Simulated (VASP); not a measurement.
# HfN in VASP: further runs

HfN is run at these levels: PBE, r2SCAN; tasks: single point.

All numbers are computed with VASP 6.6.1; they aren't measurements. Logs are shortened: lines on timing, memory, paths and dates and some standing lists are left out, and cuts for length are marked.

## 1. The cell of the first run

The structure is cubic, space group Pm-3m (No. 221). The conventional cell has a = 2.825 Å, b = 2.825 Å, c = 2.825 Å, α = 90.00°, β = 90.00°, γ = 90.00°. Hf (site symmetry m-3m) has 8 N at 2.45 Å and 6 Hf at 2.83 Å within 3.2 Å. Within 3.2 Å of N (site symmetry m-3m) lie 8 Hf at 2.45 Å and 6 N at 2.83 Å.

## 2. Single point, PBE

The input, INCAR:

```
SYSTEM = HfN
PREC     = Accurate       ! precision mode
ENCUT    = 520            ! plane-wave cutoff, eV
EDIFF    = 1E-6           ! SCF threshold, eV
ISMEAR   = -1             ! smearing method
SIGMA    = 0.05           ! smearing width, eV
LREAL    = .FALSE.        ! projectors in reciprocal space
LASPH    = .TRUE.         ! aspherical terms in the spheres
NELM     = 100            ! most SCF steps
ALGO     = Normal         ! electronic algorithm
ISIF     = 2              ! what is computed and relaxed
LWAVE    = .FALSE.        ! write WAVECAR
LCHARG   = .FALSE.        ! write CHGCAR
GGA      = PE             ! functional
NBANDS   = 14             ! bands
```

The input, KPOINTS:

```
regular mesh
0
G
  9 9 9
  0 0 0
```

The input, POSCAR:

```
HfN
1.0
    2.8250300000      0.0000000000      0.0000000000
    0.0000000000      2.8250300000      0.0000000000
    0.0000000000      0.0000000000      2.8250300000
Hf N
1 1
Direct
    0.5000000000      0.5000000000      0.5000000000
    0.0000000000      0.0000000000      0.0000000000
```

Potentials or basis: VASP PAW PBE potentials, release 64 (Hf_pv, N).

Started as:

```
> cat potpaw_PBE.64/Hf_pv/POTCAR potpaw_PBE.64/N/POTCAR > POTCAR
> mpirun -np 1 vasp_std > vasp.out
```

OUTCAR:

```text
SYSTEM = HfN
   PREC = Accurate
   ENCUT = 520
   EDIFF = 1E-6
   ISMEAR = -1
   LREAL = .FALSE.
   LASPH = .TRUE.
   NELM = 100
   ISIF = 2
   GGA = PE

 ion  position               nearest neighbor table
   1  0.500  0.500  0.500-   2 2.45   2 2.45   2 2.45   2 2.45   2 2.45   2 2.45   2 2.45   2 2.45

   2  0.000  0.000  0.000-   1 2.45   1 2.45   1 2.45   1 2.45   1 2.45   1 2.45   1 2.45   1 2.45

  LATTYP: Found a simple cubic cell.
 ALAT       =     2.8250300000

  Lattice vectors:

 A1 = (   2.8250300000,   0.0000000000,   0.0000000000)
 A2 = (   0.0000000000,   2.8250300000,   0.0000000000)
 A3 = (   0.0000000000,   0.0000000000,   2.8250300000)

Analysis of symmetry for initial positions (statically):
=====================================================================
 Subroutine PRICEL returns:
 Original cell was already a primitive cell.

 Routine SETGRP: Setting up the symmetry group for a
 simple cubic supercell.

 Subroutine GETGRP returns: Found 48 space group operations
 (whereof 48 operations were pure point group operations)
 out of a pool of 48 trial point group operations.

The static configuration has the point symmetry O_h .

Analysis of symmetry for dynamics (positions and initial velocities):
=====================================================================
 Subroutine PRICEL returns:
 Original cell was already a primitive cell.

 Routine SETGRP: Setting up the symmetry group for a
 simple cubic supercell.

 Subroutine GETGRP returns: Found 48 space group operations
 (whereof 48 operations were pure point group operations)
 out of a pool of 48 trial point group operations.

The dynamic configuration has the point symmetry O_h .

 Subroutine INISYM returns: Found 48 space group operations
 (whereof 48 operations are pure point group operations),
 and found     1 'primitive' translations

----------------------------------------------------------------------------------------

                                     Primitive cell

  volume of cell :      22.5460

  direct lattice vectors                    reciprocal lattice vectors
     2.825030000  0.000000000  0.000000000     0.353978542  0.000000000  0.000000000
     0.000000000  2.825030000  0.000000000     0.000000000  0.353978542  0.000000000
     0.000000000  0.000000000  2.825030000     0.000000000  0.000000000  0.353978542

  length of vectors
     2.825030000  2.825030000  2.825030000     0.353978542  0.353978542  0.353978542

  position of ions in fractional coordinates (direct lattice)
     0.500000000  0.500000000  0.500000000
     0.000000000  0.000000000  0.000000000

  ion indices of the primitive-cell ions
   primitive index   ion index
                 1           1
                 2           2

----------------------------------------------------------------------------------------

 KPOINTS: regular mesh

Automatic generation of k-mesh.
 Grid dimensions read from file:
 generate k-points for:    9    9    9

 Generating k-lattice:

  Cartesian coordinates                     Fractional coordinates (reciprocal lattice)
     0.039330949  0.000000000  0.000000000     0.111111111  0.000000000  0.000000000
     0.000000000  0.039330949  0.000000000     0.000000000  0.111111111  0.000000000
     0.000000000  0.000000000  0.039330949     0.000000000  0.000000000  0.111111111

  Length of vectors
     0.039330949  0.039330949  0.039330949

  Shift w.r.t. Gamma in fractional coordinates (k-lattice)
     0.000000000  0.000000000  0.000000000

 Subroutine IBZKPT returns following result:
 ===========================================

 Found     35 irreducible k-points:

 Following reciprocal coordinates:
            Coordinates               Weight
  0.000000  0.000000  0.000000      1.000000
  0.111111  0.000000  0.000000      6.000000
  0.222222  0.000000  0.000000      6.000000
  0.333333  0.000000  0.000000      6.000000
  0.444444  0.000000  0.000000      6.000000
  0.111111  0.111111  0.000000     12.000000
[... 16 lines left out ...]
  0.333333  0.333333  0.111111     24.000000
  0.444444  0.333333  0.111111     48.000000
 [... further k-points ...]
   k-points           NKPTS =     35   k-points in BZ     NKDIM =     35   number of bands    NBANDS=     14
   number of dos      NEDOS =    301   number of ions     NIONS =      2
   total plane-waves  NPLWV =  13824
   dimension x,y,z NGX =    24 NGY =   24 NGZ =   24
   dimension x,y,z NGXF=    48 NGYF=   48 NGZF=   48
   ions per type =               1   1
   NGX,Y,Z   is equivalent  to a cutoff of  14.12, 14.12, 14.12 a.u.
   NGXF,Y,Z  is equivalent  to a cutoff of  28.25, 28.25, 28.25 a.u.
 SYSTEM =  HfN
   PREC   = accura    normal or accurate (medium, high low for compatibility)
   ISTART =      0    job   : 0-new  1-cont  2-samecut
   ICHARG =      2    charge: 1-file 2-atom 10-const
   ISPIN  =      1    spin polarized calculation?
   LNONCOLLINEAR =      F non collinear calculations
   LSORBIT =      F    spin-orbit coupling
   LASPH  =      T    aspherical Exc in radial PAW
   ENCUT  =  520.0 eV  38.22 Ry    6.18 a.u.   5.25  5.25  5.25*2*pi/ulx,y,z
   NELM   =    100;   NELMIN=  2; NELMDL= -5     # of ELM steps
   EDIFF  = 0.1E-05   stopping-criterion for ELM
   LREAL  =      F    real-space projection
   EDIFFG = 0.1E-04   stopping-criterion for IOM
   NSW    =      0    number of steps for IOM
   IBRION =     -1    ionic relax: 0-MD 1-quasi-New 2-CG
   NFREE  =      0    steps in history (QN), initial steepest desc. (CG)
   ISIF   =      2    stress and relaxation
   ISYM   =      2    0-nonsym 1-usesym 2-fastsym
   POTIM  = 0.5000    time-step for ionic-motion
   TEBEG  =    0.0;   TEEND  =   0.0 temperature during run
   PSTRESS=    0.0 pullay stress
   NELECT =      15.0000    total number of electrons
   NUPDOWN=      -1.0000    fix difference up-down
   EMIN   =  10.00;   EMAX   =-10.00  energy-range for DOS
   EFERMI =   0.00;   METHOD = LEGACY
   ISMEAR =    -1;   SIGMA  =   0.05  broadening in eV -4-tet -1-fermi 0-gaus
   EFERMI_NEDOS =   21; number of points for ismear=-14 and -15
   IALGO  =     38    algorithm
   IMIX   =      4    mixing-type and parameters
     AMIX     =   0.40;   BMIX     =  1.00
     AMIX_MAG =   1.60;   BMIX_MAG =  1.00
  volume/ion in A,a.u.               =      11.27        76.07
  Fermi-wavevector in a.u.,A,eV,Ry     =   1.429164  2.700729 27.790047  2.042511
  Thomas-Fermi vector in A             =   2.549148
   LORBIT       =      0    0 simple, 1 ext, 2 COOP (PROOUT), +10 PAW based schemes
   GGA     = PE    functional components
   LHFCALC =     F    Hartree Fock is set to
   AEXX    =    0.0000 exact exchange contribution
   IVDW    =     0    specifies the selected vdW correction
   LEPSILON=     F    determine dielectric tensor
   LRPA    =     F    only Hartree local field effects (RPA)
 non-spin polarized calculation
  energy-cutoff  :      520.00
  volume of cell :       22.55
 maximum number of plane-waves:       619
 NGX is ok and might be reduce to    24
   NGX = 11   NGY = 11   NGZ = 11

 number of electron      15.0000000 magnetization

 Free energy of the ion-electron system (eV)
  ---------------------------------------------------
  ext. energy  EPLUGINS =         0.00000000
  ---------------------------------------------------
  free energy    TOTEN  =       -19.76680882 eV

  energy without entropy =      -19.75589781  energy(sigma->0) =      -19.76135331

 E-fermi :   7.4412     XC(G=0): -12.9306

 val. band max:        7.3132226303   @ k =   0.3333   0.3333   0.0000
 cond. band min:       7.4547823545   @ k =   0.1111   0.1111   0.0000
 fundamental gap:      0.1415597242
 Fermi energy:         7.4411665786

 k-point     1 :       0.0000    0.0000    0.0000
  band No.  band energies     occupation
      1     -22.7815      2.00000
      2     -22.7815      2.00000
      3     -22.7815      2.00000
      4      -8.6979      2.00000
      5       5.0066      2.00000
      6       5.0066      2.00000
      7       6.3448      2.00000
      8       6.3448      2.00000
      9       6.3448      2.00000
     10      10.7361      0.00000
     11      13.7640      0.00000
     12      13.7640      0.00000
     13      13.7640      0.00000
     14      20.4293      0.00000

 k-point     2 :       0.1111    0.0000    0.0000
  band No.  band energies     occupation
      1     -22.9523      2.00000
      2     -22.7665      2.00000
      3     -22.7665      2.00000
      4      -8.4626      2.00000
      5       4.3069      2.00000
      6       5.1270      2.00000
      7       6.1514      2.00000
      8       6.1514      2.00000
      9       6.7635      2.00000
     10      11.5347      0.00000
     11      13.8133      0.00000
     12      13.8133      0.00000
     13      13.8302      0.00000
     14      20.4292      0.00000

 k-point     3 :       0.2222    0.0000    0.0000
  band No.  band energies     occupation
      1     -23.3640      2.00000
      2     -22.7284      2.00000
      3     -22.7284      2.00000
      4      -7.8391      2.00000
      5       2.6440      2.00000
      6       5.4534      2.00000
      7       5.6768      2.00000
      8       5.6768      2.00000
      9       8.4150      0.00000
     10      13.0296      0.00000
     11      13.9875      0.00000
     12      13.9875      0.00000
     13      14.0030      0.00000
     14      20.4415      0.00000
[... 324 lines left out ...]
 k-point    23 :       0.3333    0.3333    0.1111
  band No.  band energies     occupation
      1     -23.6386      2.00000
      2     -23.5821      2.00000
      3     -22.7439      2.00000
      4      -6.6558      2.00000
      5       2.1191      2.00000
      6       3.3467      2.00000
      7       5.2726      2.00000
      8       7.7951      0.00168
      9      11.0874      0.00000
     10      11.1547      0.00000
     11      13.1418      0.00000
     12      13.1464      0.00000
     13      16.5758      0.00000
     14      20.4315      0.00000

 k-point    24 :       0.4444    0.3333    0.1111
  band No.  band energies     occupation
      1     -23.8628      2.00000
      2     -23.5602      2.00000
      3     -22.7154      2.00000
      4      -6.5912      2.00000
      5       2.1276      2.00000
      6       3.1641      2.00000
      7       5.6360      2.00000
      8       7.4897      0.54935
      9      10.5993      0.00000
     10      11.1303      0.00000
     11      12.8640      0.00000
     12      14.2529      0.00000
     13      18.1276      0.00000
     14      20.4286      0.00000

 [... further k-points ...]

------------------------ aborting loop because EDIFF is reached ----------------------------------------

  FORCE on cell =-STRESS in cart. coord.  units (eV):
  Direction    XX          YY          ZZ          XY          YZ          ZX
  --------------------------------------------------------------------------------------
  -------------------------------------------------------------------------------------
  Total       -0.3527631     -0.3527631     -0.3527631      0.0000000      0.0000000      0.0000000
  in kB      -25.0682828    -25.0682828    -25.0682828      0.0000000      0.0000000      0.0000000
  external PRESSURE =     -25.0682828 kB  Pullay stress =       0.0000000 kB

 VOLUME and BASIS-vectors are now :
 -----------------------------------------------------------------------------
  energy-cutoff  :      520.00
  volume of cell :       22.55
      direct lattice vectors                 reciprocal lattice vectors
     2.825030000  0.000000000  0.000000000     0.353978542  0.000000000  0.000000000
     0.000000000  2.825030000  0.000000000     0.000000000  0.353978542  0.000000000
     0.000000000  0.000000000  2.825030000     0.000000000  0.000000000  0.353978542

 POSITION                                       TOTAL-FORCE (eV/Angst)
 -----------------------------------------------------------------------------------
      1.41251      1.41251      1.41251         0.000000      0.000000      0.000000
      0.00000      0.00000      0.00000         0.000000      0.000000      0.000000
 -----------------------------------------------------------------------------------
    total drift:                                0.000000     -0.000000     -0.000000

  FREE ENERGIE OF THE ION-ELECTRON SYSTEM (eV)
  ---------------------------------------------------
  free  energy   TOTEN  =       -19.7668088173 eV

  energy  without entropy=      -19.7558978083  energy(sigma->0) =      -19.76135331
```

Run time: 6.7 s. Hardware: 1 thread of Intel Xeon Platinum 8488C (Sapphire Rapids), shared host; peak memory 0.14 GiB.

Results:

- Free energy: -19.7668 eV
- Pressure: -2.5 GPa

Caveat: spin-orbit coupling is left out, which moves the levels of the heavy elements.

## 3. Single point, PBE (atoms moved at random)

The input, INCAR:

```
PREC = Accurate ; ENCUT = 520
EDIFF = 1E-6 ; ISMEAR = -1
SIGMA = 0.05 ; LREAL = F
LASPH = T ; NELM = 100
ALGO = Normal ; ISIF = 2
LWAVE = F ; LCHARG = F
GGA = PE ; NBANDS = 14
```

The input, KPOINTS:

```
Automatic mesh
0
Gamma
  9 9 9
```

The input, POSCAR:

```
HfN
1.0
    2.8250300000      0.0000000000      0.0000000000
    0.0000000000      2.8250300000      0.0000000000
    0.0000000000      0.0000000000      2.8250300000
Hf N
1 1
Direct
    0.5054140000      0.4961460000      0.4953520000
   -0.0141750000      0.0080480000     -0.0170440000
```

Potentials or basis: VASP PAW PBE potentials, release 64 (Hf_pv, N).

Started as:

```
> cat potpaw_PBE.64/Hf_pv/POTCAR potpaw_PBE.64/N/POTCAR > POTCAR
> mpirun -np 1 vasp_std > vasp.out
```

OUTCAR:

```text
PREC = Accurate
   ENCUT = 520
   EDIFF = 1E-6
   ISMEAR = -1
   LREAL = F
   LASPH = T
   NELM = 100
   ISIF = 2
   GGA = PE

 ion  position               nearest neighbor table
   1  0.505  0.496  0.495-   2 2.38   2 2.41   2 2.42   2 2.44   2 2.46   2 2.48   2 2.48   2 2.52

   2  0.986  0.008  0.983-   1 2.38   1 2.41   1 2.42   1 2.44   1 2.46   1 2.48   1 2.48   1 2.52

  LATTYP: Found a simple cubic cell.
 ALAT       =     2.8250300000

[... 594 lines left out ...]

 [... further k-points ...]

------------------------ aborting loop because EDIFF is reached ----------------------------------------

  FORCE on cell =-STRESS in cart. coord.  units (eV):
  Direction    XX          YY          ZZ          XY          YZ          ZX
  --------------------------------------------------------------------------------------
  -------------------------------------------------------------------------------------
  Total       -0.2942677     -0.2786895     -0.2794636     -0.0601634     -0.0380453      0.0626693
  in kB      -20.9114445    -19.8044124    -19.8594232     -4.2753735     -2.7035970      4.4534478
  external PRESSURE =     -20.1917600 kB  Pullay stress =       0.0000000 kB

 VOLUME and BASIS-vectors are now :
 -----------------------------------------------------------------------------
  energy-cutoff  :      520.00
  volume of cell :       22.55
      direct lattice vectors                 reciprocal lattice vectors
     2.825030000  0.000000000  0.000000000     0.353978542  0.000000000  0.000000000
     0.000000000  2.825030000  0.000000000     0.000000000  0.353978542  0.000000000
     0.000000000  0.000000000  2.825030000     0.000000000  0.000000000  0.353978542

 POSITION                                       TOTAL-FORCE (eV/Angst)
 -----------------------------------------------------------------------------------
      1.42781      1.40163      1.39938        -0.154483      0.096619     -0.100564
      2.78499      0.02274      2.77688         0.154483     -0.096619      0.100564
 -----------------------------------------------------------------------------------
    total drift:                                0.000112     -0.000093     -0.000028

  FREE ENERGIE OF THE ION-ELECTRON SYSTEM (eV)
  ---------------------------------------------------
  free  energy   TOTEN  =       -19.7592562757 eV

  energy  without entropy=      -19.7480731741  energy(sigma->0) =      -19.75366472
```

OSZICAR:

```text
N       E                     dE             d eps       ncg     rms          rms(c)
DAV:   1     0.314396005704E+02    0.31440E+02   -0.78836E+03 10268   0.103E+03
DAV:   2    -0.209171234889E+02   -0.52357E+02   -0.48350E+02 13286   0.226E+02
DAV:   3    -0.224908426915E+02   -0.15737E+01   -0.15661E+01 12110   0.309E+01
DAV:   4    -0.224963503492E+02   -0.55077E-02   -0.55067E-02 12716   0.208E+00
DAV:   5    -0.224963878432E+02   -0.37494E-04   -0.37493E-04 12208   0.143E-01    0.391E+01
DAV:   6    -0.198935645256E+02    0.26028E+01   -0.52646E+00 11618   0.198E+01    0.361E+01
DAV:   7    -0.197970921996E+02    0.96472E-01   -0.41528E-01 12530   0.564E+00    0.240E+01
DAV:   8    -0.197675913470E+02    0.29501E-01   -0.19031E-01 12110   0.344E+00    0.563E+00
DAV:   9    -0.197592403115E+02    0.83510E-02   -0.15454E-02 11708   0.105E+00    0.113E+00
DAV:  10    -0.197592724812E+02   -0.32170E-04   -0.12108E-03 13134   0.258E-01    0.139E-01
DAV:  11    -0.197592556988E+02    0.16782E-04   -0.51470E-05 11546   0.559E-02    0.672E-02
DAV:  12    -0.197592562757E+02   -0.57690E-06   -0.33664E-06 12902   0.167E-02
   1 F= -.19759256E+02 E0= -.19753665E+02  d E =-.111831E-01
```

stdout:

```text
POSCAR found type information on POSCAR HfN
 POSCAR found :  2 types and       2 ions
 scaLAPACK will be used
 LDA part: xc-table for (Slater+PW92), standard interpolation
 POSCAR, INCAR and KPOINTS ok, starting setup
 FFT: planning ... GRIDC
 FFT: planning ... GRID_SOFT
 FFT: planning ... GRID
 WAVECAR not read
 entering main loop
```

It took 40 s on 1 thread of Intel Xeon Platinum 8488C (Sapphire Rapids), shared host; peak memory 0.24 GiB.

What came out:

```
Free energy   : -19.7593 eV
Pressure      : -2.0 GPa
Largest force : 0.208 eV/Å
```

Forces on the atoms (eV/Å):
```
Hf  -0.154  0.097 -0.101
N    0.154 -0.097  0.101
```

Stress tensor (GPa, compression positive):
```
-2.09 -0.43  0.45
-0.43 -1.98 -0.27
 0.45 -0.27 -1.99
```

Caveat: the cell differs from its parent crystal (atoms moved at random); spin-orbit coupling is left out, which moves the levels of the heavy elements.

## 4. Single point, r2SCAN

This run uses another cell than the first one, of 10.02 Å³/atom, 0.889 times its volume.

The input, POSCAR:

```
HfN
1.0
    2.7165950671      0.0000000000      0.0000000000
    0.0000000000      2.7165950671      0.0000000000
    0.0000000000      0.0000000000      2.7165950671
Hf N
1 1
Direct
    0.5000000000      0.5000000000      0.5000000000
    0.0000000000      0.0000000000      0.0000000000
```

The input, INCAR.step1:

```
SYSTEM = HfN
PREC = Accurate
ENCUT = 520
ISMEAR = -1
SIGMA = 0.05
LREAL = .FALSE.
LASPH = .TRUE.
NELM = 80
NBANDS = 14
GGA = PE
ALGO = Normal
EDIFF = 1E-4
LWAVE = .TRUE.
LCHARG = .FALSE.
```

The input, INCAR.step2:

```
SYSTEM = HfN
PREC = Accurate
ENCUT = 520
EDIFF = 1E-6
ISMEAR = -1
SIGMA = 0.05
LREAL = .FALSE.
LASPH = .TRUE.
NELM = 80
ALGO = Normal
ISIF = 2
LWAVE = .FALSE.
LCHARG = .FALSE.
METAGGA = R2SCAN
LMIXTAU = .TRUE.
NBANDS = 14
ISTART = 1
```

The input, KPOINTS:

```
regular mesh
0
G
  9 9 9
  0 0 0
```

Started as:

```
> cat potpaw_PBE.64/Hf_pv/POTCAR potpaw_PBE.64/N/POTCAR > POTCAR
> cp INCAR.step1 INCAR
> mpirun -np 1 vasp_std > vasp.out
> cp INCAR.step2 INCAR
> mpirun -np 1 vasp_std > vasp.out
```

It took 21 s on 1 thread of AMD EPYC 9R45 (Zen 5), shared host; peak memory 0.1 GiB.

Results (log left out):

| Quantity | Value |
| --- | --- |
| Free energy | -56.0282 eV |
| Pressure | 26.5 GPa |

Levels at points of the mesh, in eV from the Fermi level:
```tsv
k point	band 5	band 6	band 7	band 8	band 9	band 10	band 11	band 12
(0.00, 0.00, 0.00)	-2.95	-2.95	-1.33	-1.33	-1.33	5.52	7.31	7.31
```

Caveat: the PAW data sets were made with another functional, which shifts forces and pressure a little; spin-orbit coupling is left out, which moves the levels of the heavy elements.
